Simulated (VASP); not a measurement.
# Zr (P6_3/mmc) in VASP: a series of runs

The runs below take Zr through single point, relaxation of cell and atoms, with PBE.

All numbers are computed with VASP 6.6.1; they aren't measurements. Logs are shortened: lines on timing, memory, paths and dates and some standing lists are left out, and cuts for length are marked.

## 1. The cell of the first run

Symmetry: P6_3/mmc, No. 194, hexagonal system. The conventional cell has a = 3.221 Å, b = 3.221 Å, c = 15.585 Å, α = 90.00°, β = 90.00°, γ = 120.00°. Zr (site symmetry -6m2) has 12 Zr at 3.20 to 3.22 Å within 4.2 Å. Zr (site symmetry 3m) has 12 Zr at 3.18 to 3.22 Å within 4.2 Å.

## 2. Single point, PBE

Input file INCAR:

```
SYSTEM = Zr
PREC = Accurate ; ENCUT = 520
EDIFF = 1E-6 ; ISMEAR = 0
SIGMA = 0.1 ; LREAL = .False.
LASPH = .True. ; NELM = 100
ALGO = Fast ; ISIF = 2
LWAVE = .False. ; LCHARG = .False.
GGA = PE ; NBANDS = 45
```

Input file KPOINTS:

```
Automatic mesh
0
Gamma
  18 18 3
  0 0 0
```

Input file POSCAR:

```
Zr
1.0
    3.2205643303      0.0000000000      0.0000000000
   -1.6102821652      2.7890905246      0.0000000000
    0.0000000000      0.0000000000     15.5845283016
Zr
6
Direct
    0.0000000000      0.0000000000      0.0000000000
    0.3333333333      0.6666666667      0.1672327480
    0.6666666667      0.3333333333      0.3327672520
    0.0000000000      0.0000000000      0.5000000000
    0.6666666667      0.3333333333      0.6672327480
    0.3333333333      0.6666666667      0.8327672520
```

Potentials or basis: VASP PAW PBE potentials, release 64 (Zr_sv).

Launch:

```sh
cat potpaw_PBE.64/Zr_sv/POTCAR > POTCAR
mpirun -np 1 vasp_std > vasp.out
```

OUTCAR:

```text
SYSTEM = Zr
   PREC = Accurate
   ENCUT = 520
   EDIFF = 1E-6
   ISMEAR = 0
   LREAL = .False.
   LASPH = .True.
   NELM = 100
   ISIF = 2
   GGA = PE

 ion  position               nearest neighbor table
   1  0.000  0.000  0.000-   2 3.20   6 3.20   2 3.20   6 3.20   2 3.20   6 3.20
   2  0.333  0.667  0.167-   3 3.18   3 3.18   3 3.18   1 3.20   1 3.20   1 3.20
   3  0.667  0.333  0.333-   2 3.18   2 3.18   2 3.18   4 3.20   4 3.20   4 3.20
   4  0.000  0.000  0.500-   3 3.20   5 3.20   3 3.20   5 3.20   3 3.20   5 3.20
   5  0.667  0.333  0.667-   6 3.18   6 3.18   6 3.18   4 3.20   4 3.20   4 3.20
   6  0.333  0.667  0.833-   5 3.18   5 3.18   5 3.18   1 3.20   1 3.20   1 3.20

  LATTYP: Found a hexagonal cell.
 ALAT       =     3.2205643303
 C/A-ratio  =     4.8390675370

  Lattice vectors:

 A1 = (   3.2205643303,   0.0000000000,   0.0000000000)
 A2 = (  -1.6102821652,   2.7890905246,   0.0000000000)
 A3 = (   0.0000000000,   0.0000000000,  15.5845283016)

Analysis of symmetry for initial positions (statically):
=====================================================================
 Subroutine PRICEL returns:
 Original cell was already a primitive cell.

 Routine SETGRP: Setting up the symmetry group for a
 hexagonal supercell.

 Subroutine GETGRP returns: Found 24 space group operations
 (whereof 12 operations were pure point group operations)
 out of a pool of 24 trial point group operations.

The static configuration has the point symmetry D_3h.
 The point group associated with its full space group is D_6h.

Analysis of symmetry for dynamics (positions and initial velocities):
=====================================================================
 Subroutine PRICEL returns:
 Original cell was already a primitive cell.

 Routine SETGRP: Setting up the symmetry group for a
 hexagonal supercell.

 Subroutine GETGRP returns: Found 24 space group operations
 (whereof 12 operations were pure point group operations)
 out of a pool of 24 trial point group operations.

The dynamic configuration has the point symmetry D_3h.
 The point group associated with its full space group is D_6h.

 Subroutine INISYM returns: Found 24 space group operations
 (whereof 12 operations are pure point group operations),
 and found     1 'primitive' translations

----------------------------------------------------------------------------------------

                                     Primitive cell

  volume of cell :     139.9872

  direct lattice vectors                    reciprocal lattice vectors
     3.220564330  0.000000000  0.000000000     0.310504588  0.179269907  0.000000000
    -1.610282165  2.789090525  0.000000000     0.000000000  0.358539815  0.000000000
     0.000000000  0.000000000 15.584528302     0.000000000  0.000000000  0.064166203

  length of vectors
     3.220564330  3.220564330 15.584528302     0.358539815  0.358539815  0.064166203

  position of ions in fractional coordinates (direct lattice)
     0.000000000  0.000000000  0.000000000
     0.333333333  0.666666667  0.167232748
     0.666666667  0.333333333  0.332767252
     0.000000000  0.000000000  0.500000000
     0.666666667  0.333333333  0.667232748
     0.333333333  0.666666667  0.832767252

  ion indices of the primitive-cell ions
   primitive index   ion index
                 1           1
                 2           2
                 3           3
                 4           4
                 5           5
                 6           6

----------------------------------------------------------------------------------------

 KPOINTS: Automatic mesh

Automatic generation of k-mesh.
 Grid dimensions read from file:
 generate k-points for:   18   18    3

 Generating k-lattice:

  Cartesian coordinates                     Fractional coordinates (reciprocal lattice)
     0.017250255  0.009959439  0.000000000     0.055555556 -0.000000000  0.000000000
     0.000000000  0.019918879  0.000000000     0.000000000  0.055555556  0.000000000
     0.000000000  0.000000000  0.021388734     0.000000000  0.000000000  0.333333333

  Length of vectors
     0.019918879  0.019918879  0.021388734

  Shift w.r.t. Gamma in fractional coordinates (k-lattice)
     0.000000000  0.000000000  0.000000000

 Subroutine IBZKPT returns following result:
 ===========================================

 Found     74 irreducible k-points:

 Following reciprocal coordinates:
            Coordinates               Weight
  0.000000  0.000000  0.000000      1.000000
  0.055556  0.000000  0.000000      6.000000
  0.111111  0.000000  0.000000      6.000000
  0.166667  0.000000  0.000000      6.000000
  0.222222  0.000000  0.000000      6.000000
  0.277778  0.000000  0.000000      6.000000
[... 16 lines left out ...]
  0.333333  0.111111  0.000000     12.000000
  0.388889  0.111111  0.000000     12.000000
 [... further k-points ...]
   k-points           NKPTS =     74   k-points in BZ     NKDIM =     74   number of bands    NBANDS=     45
   number of dos      NEDOS =    301   number of ions     NIONS =      6
   total plane-waves  NPLWV =  69120
   dimension x,y,z NGX =    24 NGY =   24 NGZ =  120
   dimension x,y,z NGXF=    48 NGYF=   48 NGZF=  240
   ions per type =               6
   NGX,Y,Z   is equivalent  to a cutoff of  12.39, 12.39, 12.80 a.u.
   NGXF,Y,Z  is equivalent  to a cutoff of  24.78, 24.78, 25.60 a.u.
 SYSTEM =  Zr
   PREC   = accura    normal or accurate (medium, high low for compatibility)
   ISTART =      0    job   : 0-new  1-cont  2-samecut
   ICHARG =      2    charge: 1-file 2-atom 10-const
   ISPIN  =      1    spin polarized calculation?
   LNONCOLLINEAR =      F non collinear calculations
   LSORBIT =      F    spin-orbit coupling
   LASPH  =      T    aspherical Exc in radial PAW
   ENCUT  =  520.0 eV  38.22 Ry    6.18 a.u.   5.99  5.99 28.98*2*pi/ulx,y,z
   NELM   =    100;   NELMIN=  2; NELMDL= -5     # of ELM steps
   EDIFF  = 0.1E-05   stopping-criterion for ELM
   LREAL  =      F    real-space projection
   EDIFFG = 0.1E-04   stopping-criterion for IOM
   NSW    =      0    number of steps for IOM
   IBRION =     -1    ionic relax: 0-MD 1-quasi-New 2-CG
   NFREE  =      0    steps in history (QN), initial steepest desc. (CG)
   ISIF   =      2    stress and relaxation
   ISYM   =      2    0-nonsym 1-usesym 2-fastsym
   POTIM  = 0.5000    time-step for ionic-motion
   TEBEG  =    0.0;   TEEND  =   0.0 temperature during run
   PSTRESS=    0.0 pullay stress
   NELECT =      72.0000    total number of electrons
   NUPDOWN=      -1.0000    fix difference up-down
   EMIN   =  10.00;   EMAX   =-10.00  energy-range for DOS
   EFERMI =   0.00;   METHOD = LEGACY
   ISMEAR =     0;   SIGMA  =   0.10  broadening in eV -4-tet -1-fermi 0-gaus
   EFERMI_NEDOS =   21; number of points for ismear=-14 and -15
   IALGO  =     68    algorithm
   IMIX   =      4    mixing-type and parameters
     AMIX     =   0.40;   BMIX     =  1.00
     AMIX_MAG =   1.60;   BMIX_MAG =  1.00
  volume/ion in A,a.u.               =      23.33       157.45
  Fermi-wavevector in a.u.,A,eV,Ry     =   1.311665  2.478687 23.408347  1.720465
  Thomas-Fermi vector in A             =   2.442111
   LORBIT       =      0    0 simple, 1 ext, 2 COOP (PROOUT), +10 PAW based schemes
   GGA     = PE    functional components
   LHFCALC =     F    Hartree Fock is set to
   AEXX    =    0.0000 exact exchange contribution
   IVDW    =     0    specifies the selected vdW correction
   LEPSILON=     F    determine dielectric tensor
   LRPA    =     F    only Hartree local field effects (RPA)
 non-spin polarized calculation
 RMM-DIIS sequential band-by-band and
 Gauss-broadening in eV      SIGMA  =   0.10
  energy-cutoff  :      520.00
  volume of cell :      139.99
 maximum number of plane-waves:      3813
 NGX is ok and might be reduce to    24

 number of electron      72.0000002 magnetization

 Free energy of the ion-electron system (eV)
  ---------------------------------------------------
  ext. energy  EPLUGINS =         0.00000000
  ---------------------------------------------------
  free energy    TOTEN  =       -50.89728325 eV

  energy without entropy =      -50.85285316  energy(sigma->0) =      -50.87506820

 E-fermi :   8.8821     XC(G=0): -11.0729

 val. band max:        8.8768374060   @ k =   0.2778   0.2222   0.0000
 cond. band min:       8.8934156624   @ k =   0.2222   0.0000   0.0000
 fundamental gap:      0.0165782564
 Fermi energy:         8.8820787508

 k-point     1 :       0.0000    0.0000    0.0000
  band No.  band energies     occupation
      1     -39.8576      2.00000
      2     -39.8256      2.00000
      3     -39.8173      2.00000
      4     -39.7554      2.00000
      5     -39.7403      2.00000
      6     -39.7103      2.00000
[... 37 lines left out ...]
     44      10.0778      0.00000
     45      10.1502      0.00000

 k-point     2 :       0.0556    0.0000    0.0000
  band No.  band energies     occupation
      1     -39.8540      2.00000
      2     -39.8225      2.00000
      3     -39.8142      2.00000
      4     -39.7533      2.00000
      5     -39.7382      2.00000
      6     -39.7087      2.00000
[... 37 lines left out ...]
     44      10.1333      0.00000
     45      10.1971      0.00000

 k-point     3 :       0.1111    0.0000    0.0000
  band No.  band energies     occupation
      1     -39.8436      2.00000
      2     -39.8136      2.00000
      3     -39.8051      2.00000
      4     -39.7470      2.00000
      5     -39.7321      2.00000
      6     -39.7040      2.00000
[... 37 lines left out ...]
     44      10.1585      0.00000
     45      10.2412      0.00000

 k-point     4 :       0.1667    0.0000    0.0000
  band No.  band energies     occupation
      1     -39.8274      2.00000
      2     -39.7998      2.00000
      3     -39.7910      2.00000
      4     -39.7375      2.00000
      5     -39.7230      2.00000
      6     -39.6971      2.00000
[... 901 lines left out ...]
     44      10.5061      0.00000
     45      10.8536      0.00000

 k-point    23 :       0.3333    0.1111    0.0000
  band No.  band energies     occupation
      1     -39.7362      2.00000
      2     -39.7257      2.00000
      3     -39.7145      2.00000
      4     -39.6935      2.00000
      5     -39.6816      2.00000
      6     -39.6712      2.00000
[... 37 lines left out ...]
     44      10.5386      0.00000
     45      10.7128      0.00000

 k-point    24 :       0.3889    0.1111    0.0000
  band No.  band energies     occupation
      1     -39.7224      2.00000
      2     -39.7153      2.00000
      3     -39.7035      2.00000
      4     -39.6891      2.00000
      5     -39.6781      2.00000
      6     -39.6708      2.00000
[... 37 lines left out ...]
     44      10.6504      0.00000
     45      10.6927      0.00000

 [... further k-points ...]
[... 5 lines left out ...]
  --------------------------------------------------------------------------------------
  -------------------------------------------------------------------------------------
  Total        0.0177905      0.0177905      0.0237621     -0.0000000     -0.0000000     -0.0000000
  in kB        0.2036151      0.2036151      0.2719615     -0.0000000     -0.0000000     -0.0000000
  external PRESSURE =       0.2263972 kB  Pullay stress =       0.0000000 kB

 VOLUME and BASIS-vectors are now :
 -----------------------------------------------------------------------------
  energy-cutoff  :      520.00
  volume of cell :      139.99
      direct lattice vectors                 reciprocal lattice vectors
     3.220564330  0.000000000  0.000000000     0.310504588  0.179269907  0.000000000
    -1.610282165  2.789090525  0.000000000     0.000000000  0.358539815  0.000000000
     0.000000000  0.000000000 15.584528302     0.000000000  0.000000000  0.064166203

 POSITION                                       TOTAL-FORCE (eV/Angst)
 -----------------------------------------------------------------------------------
      0.00000      0.00000      0.00000         0.000000      0.000000      0.000000
     -0.00000      1.85939      2.60624        -0.000000      0.000000      0.000195
      1.61028      0.92970      5.18602         0.000000     -0.000000     -0.000195
      0.00000      0.00000      7.79226         0.000000      0.000000      0.000000
      1.61028      0.92970     10.39851         0.000000     -0.000000      0.000195
     -0.00000      1.85939     12.97828        -0.000000      0.000000     -0.000195
 -----------------------------------------------------------------------------------
    total drift:                                0.000000      0.000000      0.000000

  FREE ENERGIE OF THE ION-ELECTRON SYSTEM (eV)
  ---------------------------------------------------
  free  energy   TOTEN  =       -50.8972832476 eV

  energy  without entropy=      -50.8528531601  energy(sigma->0) =      -50.87506820
```

It took 15 min on 1 thread of Intel Xeon Platinum 8375C at 2.90GHz (Ice Lake), shared host; peak memory 0.45 GiB.

What came out:

| Item | Value |
| --- | --- |
| Free energy | -50.8973 eV |
| Pressure | 0.0 GPa |
| Band gap on the k mesh | zero (band 36 reaches 9.67 eV, above the bottom of band 37 at 8.58 eV) |

## 3. Single point, PBE

This run uses another cell than the first one: it holds 2 atoms, not 6.

Input file INCAR:

```
PREC = Accurate
ENCUT = 520
EDIFF = 1E-6
ISMEAR = 0
SIGMA = 0.1
LREAL = False
LASPH = True
NELM = 100
ALGO = Fast
ISIF = 2
LWAVE = False
LCHARG = False
GGA = PE
NBANDS = 19
```

Input file KPOINTS:

```
Automatic mesh
0
Gamma
  18 18 8
```

Input file POSCAR:

```
Zr
1.0
    3.2330419378      0.0000000000      0.0000000000
   -1.6165209689      2.7998964497      0.0000000000
    0.0000000000      0.0000000000      5.1686589164
Zr
2
Direct
    0.0000000000      0.0000000000      0.0000000000
    0.3333333333      0.6666666667      0.5000000000
```

Potentials or basis: VASP PAW PBE potentials, release 64 (Zr_sv).

Launch:

```sh
cat potpaw_PBE.64/Zr_sv/POTCAR > POTCAR
mpirun -np 1 vasp_std > vasp.out
```

Run time: 2.2 min. Hardware: 1 thread of Intel Xeon Platinum 8259CL at 2.50GHz (Skylake/Cascade Lake), shared host; peak memory 0.25 GiB.

It converged, with:

| Property | Result |
| --- | --- |
| Free energy | -17.0460 eV |
| Pressure | 0.0 GPa |
| Band gap on the k mesh | zero (band 12 reaches 9.89 eV, above the bottom of band 13 at 8.70 eV) |

Levels at points of the mesh, in eV from the Fermi level:
| k point | band 8 | band 9 | band 10 | band 11 | band 12 | band 13 | band 14 | band 15 | band 16 | band 17 |
| --- | --- | --- | --- | --- | --- | --- | --- | --- | --- | --- |
| (0.00, 0.00, 0.00) | -26.37 | -5.66 | -3.03 | 0.86 | 0.86 | 0.97 | 1.12 | 1.54 | 1.54 | 2.15 |
| (0.50, 0.00, 0.00) | -26.48 | -2.55 | -2.51 | -2.14 | -0.22 | 0.55 | 0.75 | 1.43 | 4.88 | 5.25 |
| (0.00, 0.00, 0.50) | -26.44 | -3.96 | -3.96 | 0.02 | 0.02 | 0.77 | 0.77 | 0.77 | 0.77 | 3.92 |
| (0.50, 0.00, 0.50) | -26.60 | -2.86 | -2.86 | -1.06 | -1.06 | 1.61 | 1.61 | 2.21 | 2.21 | 5.11 |

## 4. Single point, PBE

This run uses another cell than the first one: it holds 4 atoms, not 6.

Input file INCAR:

```
SYSTEM = Zr
  PREC = Accurate
  ENCUT = 520
  EDIFF = 1E-7
  ISMEAR = 0
  SIGMA = 0.1
  LREAL = .False.
  LASPH = .True.
  NELM = 100
  ALGO = Fast
  ISIF = 2
  LWAVE = .False.
  LCHARG = .False.
  GGA = PE
  NBANDS = 32
```

Input file KPOINTS:

```
Automatic mesh
0
Gamma
  18 18 4
  0 0 0
```

Input file POSCAR:

```
Zr
1.0
    3.2204784463      0.0000000000      0.0000000000
   -1.6102392232      2.7890161469      0.0000000000
    0.0000000000      0.0000000000     10.4234296646
Zr
4
Direct
    0.0000000000      0.0000000000      0.0000000000
    0.3333333333      0.6666666667      0.2500000000
    0.0000000000      0.0000000000      0.5000000000
    0.6666666667      0.3333333333      0.7500000000
```

Launch:

```sh
cat potpaw_PBE.64/Zr_sv/POTCAR > POTCAR
mpirun -np 1 vasp_std > vasp.out
```

Run time: 9 min. Hardware: 1 thread of Intel Xeon Platinum 8259CL at 2.50GHz (Skylake/Cascade Lake), shared host; peak memory 0.37 GiB.

The run converged. Its results:

| Quantity | Value |
| --- | --- |
| Free energy | -33.9078 eV |
| Pressure | 0.0 GPa |
| Band gap on the k mesh | zero (band 24 reaches 9.66 eV, above the bottom of band 25 at 8.28 eV) |

Levels at points of the mesh, in eV from the Fermi level:
```tsv
k point	band 22	band 23	band 24	band 25	band 26	band 27
(0.00, 0.00, 0.00)	0.06	0.75	0.75	0.87	0.87	0.99
(0.50, 0.00, 0.00)	-1.33	-1.11	-0.05	0.12	0.72	1.30
(0.00, 0.00, 0.50)	0.41	0.60	0.60	0.92	0.92	0.92
(0.50, 0.00, 0.50)	-1.85	-0.06	-0.06	0.87	0.87	1.14
```

(Part 1 of 2 ends here.)
